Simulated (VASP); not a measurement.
Rh: single point with LDA

Rh:

```xyz
1
Lattice="0.0000 1.8771 1.8771 1.8771 0.0000 1.8771 1.8771 1.8771 0.0000" Properties=species:S:1:pos:R:3 pbc="T T T"
Rh    0.0000    0.0000    0.0000
```

| Item | Value |
| --- | --- |
| Program | VASP 6.6.1 |
| Task | single point |
| Functional | LDA |
| Potentials or basis | VASP PAW LDA potentials, release 64 (Rh_pv) |
| Cutoff | 500 eV |
| k mesh | 18 × 18 × 18 |
| Occupations | gaussian, width 0.1 eV |
| Spin | no spin polarisation |

The pressure is 0.9 GPa.

Levels at points of the mesh, in eV from the Fermi level:
| k point | band 4 | band 5 | band 6 | band 7 | band 8 | band 9 | band 10 | band 11 |
| --- | --- | --- | --- | --- | --- | --- | --- | --- |
| (0.00, 0.00, 0.00) | -8.32 | -3.31 | -3.31 | -3.31 | -1.05 | -1.05 | 15.90 | 20.22 |
| (0.50, 0.00, 0.00) | -6.51 | -3.39 | -3.39 | 0.61 | 0.61 | 0.65 | 8.98 | 15.44 |
| (0.50, 0.50, 0.00) | -6.73 | -6.36 | 0.60 | 1.05 | 1.05 | 3.25 | 12.74 | 13.43 |

It took 29 s on 1 thread of AMD EPYC 7R13, with other jobs on the host, peak memory 0.11 GiB.
